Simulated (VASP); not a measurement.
# MgO (Fm-3m) in VASP: notebook, part 2 of 2

VASP 6.6.1. The steps go on from the part before.

### Step 3. Single point, PBE

Input file INCAR:

```
PREC     = Accurate       # precision mode
ENCUT    = 840            # plane-wave cutoff, eV
EDIFF    = 1E-6           # SCF threshold, eV
ISMEAR   = -1             # smearing method
SIGMA    = 0.05           # smearing width, eV
LREAL    = False          # projectors in reciprocal space
LASPH    = True           # aspherical terms in the spheres
NELM     = 120            # most SCF steps
ALGO     = Normal         # electronic algorithm
ISIF     = 2              # what is computed and relaxed
LWAVE    = False          # write WAVECAR
LCHARG   = False          # write CHGCAR
GGA      = PE             # functional
NBANDS   = 15             # bands
GGA_COMPAT= False
```

Input file KPOINTS:

```
Automatic mesh
0
Gamma
  8 8 8
```

Input file POSCAR:

```
MgO
1.0
    0.0000000000      2.1462000000      2.1462000000
    2.1462000000      0.0000000000      2.1462000000
    2.1462000000      2.1462000000      0.0000000000
Mg O
1 1
Direct
    0.0000000000      0.0000000000      0.0000000000
    0.5000000000      0.5000000000      0.5000000000
```

Potentials or basis: VASP PAW PBE potentials, release 64 (Mg_sv, O).

Launch:

```console
$ cat potpaw_PBE.64/Mg_sv/POTCAR potpaw_PBE.64/O/POTCAR > POTCAR
$ mpirun -np 1 vasp_std > vasp.out
```

OUTCAR:

```text
PREC = Accurate
   ENCUT = 840
   EDIFF = 1E-6
   ISMEAR = -1
   LREAL = False
   LASPH = True
   NELM = 120
   ISIF = 2
   GGA = PE

 ion  position               nearest neighbor table
   1  0.000  0.000  0.000-
   2  0.500  0.500  0.500-

  LATTYP: Found a face centered cubic cell.
 ALAT       =     4.2924000000

  Lattice vectors:

 A1 = (   0.0000000000,   2.1462000000,   2.1462000000)
 A2 = (   2.1462000000,   0.0000000000,   2.1462000000)
 A3 = (   2.1462000000,   2.1462000000,   0.0000000000)

Analysis of symmetry for initial positions (statically):
=====================================================================
 Subroutine PRICEL returns:
 Original cell was already a primitive cell.

 Routine SETGRP: Setting up the symmetry group for a
 face centered cubic supercell.

 Subroutine GETGRP returns: Found 48 space group operations
 (whereof 48 operations were pure point group operations)
 out of a pool of 48 trial point group operations.

The static configuration has the point symmetry O_h .

Analysis of symmetry for dynamics (positions and initial velocities):
=====================================================================
 Subroutine PRICEL returns:
 Original cell was already a primitive cell.

 Routine SETGRP: Setting up the symmetry group for a
 face centered cubic supercell.

 Subroutine GETGRP returns: Found 48 space group operations
 (whereof 48 operations were pure point group operations)
 out of a pool of 48 trial point group operations.

The dynamic configuration has the point symmetry O_h .

 Subroutine INISYM returns: Found 48 space group operations
 (whereof 48 operations are pure point group operations),
 and found     1 'primitive' translations

----------------------------------------------------------------------------------------

[... 118 lines left out ...]
   LHFCALC =     F    Hartree Fock is set to
   AEXX    =    0.0000 exact exchange contribution
   IVDW    =     0    specifies the selected vdW correction
   LEPSILON=     F    determine dielectric tensor
   LRPA    =     F    only Hartree local field effects (RPA)
 non-spin polarized calculation
  energy-cutoff  :      840.00
  volume of cell :       19.77
 maximum number of plane-waves:      1108
 NGX is ok and might be reduce to    30
   NGX = 15   NGY = 15   NGZ = 15

 number of electron      15.9999995 magnetization

 Free energy of the ion-electron system (eV)
  ---------------------------------------------------
  ext. energy  EPLUGINS =         0.00000000
  ---------------------------------------------------
  free energy    TOTEN  =       -11.88008938 eV

  energy without entropy =      -11.88008938  energy(sigma->0) =      -11.88008938

 E-fermi :   3.7793     XC(G=0): -11.1092

 val. band max:        2.5205505476   @ k =   0.0000   0.0000   0.0000
 cond. band min:       6.7296801364   @ k =   0.0000   0.0000   0.0000
 fundamental gap:      4.2091295888
 Fermi energy:         3.7792508594

 k-point     1 :       0.0000    0.0000    0.0000
  band No.  band energies     occupation
      1     -69.9489      2.00000
      2     -36.6801      2.00000
      3     -36.6801      2.00000
      4     -36.6801      2.00000
      5     -14.4498      2.00000
      6       2.5206      2.00000
      7       2.5206      2.00000
      8       2.5206      2.00000
      9       6.7297      0.00000
     10      18.0031      0.00000
     11      18.0031      0.00000
     12      18.0031      0.00000
     13      21.7690      0.00000
     14      23.4866      0.00000
[... 401 lines left out ...]
      2     -36.7379      2.00000
      3     -36.7043      2.00000
      4     -36.6932      2.00000
      5     -13.1544      2.00000
      6      -1.2532      2.00000
      7       0.7167      2.00000
      8       1.6077      2.00000
      9      11.8025      0.00000
     10      14.1759      0.00000
     11      15.4598      0.00000
     12      18.7574      0.00000
     13      22.3956      0.00000
     14      23.8625      0.00000
     15      27.8159      0.00000

 [... further k-points ...]

------------------------ aborting loop because EDIFF is reached ----------------------------------------

  FORCE on cell =-STRESS in cart. coord.  units (eV):
  Direction    XX          YY          ZZ          XY          YZ          ZX
  --------------------------------------------------------------------------------------
  -------------------------------------------------------------------------------------
  Total       -0.4708940     -0.4708940     -0.4708940     -0.0000000      0.0000000      0.0000000
  in kB      -38.1586640    -38.1586640    -38.1586640     -0.0000000      0.0000000      0.0000000
  external PRESSURE =     -38.1586640 kB  Pullay stress =       0.0000000 kB

 VOLUME and BASIS-vectors are now :
 -----------------------------------------------------------------------------
  energy-cutoff  :      840.00
  volume of cell :       19.77
      direct lattice vectors                 reciprocal lattice vectors
     0.000000000  2.146200000  2.146200000    -0.232969900  0.232969900  0.232969900
     2.146200000  0.000000000  2.146200000     0.232969900 -0.232969900  0.232969900
     2.146200000  2.146200000  0.000000000     0.232969900  0.232969900 -0.232969900

 POSITION                                       TOTAL-FORCE (eV/Angst)
 -----------------------------------------------------------------------------------
      0.00000      0.00000      0.00000        -0.000000      0.000000     -0.000000
      2.14620      2.14620      2.14620         0.000000     -0.000000      0.000000
 -----------------------------------------------------------------------------------
    total drift:                                0.000000      0.000000      0.000000

  FREE ENERGIE OF THE ION-ELECTRON SYSTEM (eV)
  ---------------------------------------------------
  free  energy   TOTEN  =       -11.8800893835 eV

  energy  without entropy=      -11.8800893835  energy(sigma->0) =      -11.88008938
```

It took 18 s on 1 thread of Intel Xeon Platinum 8259CL at 2.50GHz (Skylake/Cascade Lake), shared host; peak memory 0.16 GiB.

What came out:

- Free energy: -11.8801 eV
- Pressure: -3.8 GPa
- Band gap on the k mesh: 4.21 eV

Levels at points of the mesh, in eV from the valence-band top:
```csv
k point,band 4,band 5,band 6,band 7,band 8,band 9,band 10,band 11,band 12,band 13
"(0.00, 0.00, 0.00)",-39.20,-16.97,0.00,0.00,0.00,4.21,15.48,15.48,15.48,19.25
"(0.50, 0.00, 0.00)",-39.21,-15.80,-4.37,-0.59,-0.59,7.55,11.98,15.76,15.76,20.11
"(0.50, 0.50, 0.00)",-39.22,-15.60,-3.83,-1.26,-1.26,9.05,9.40,12.51,18.15,18.15
```

Caveat: the cell stands under tension.
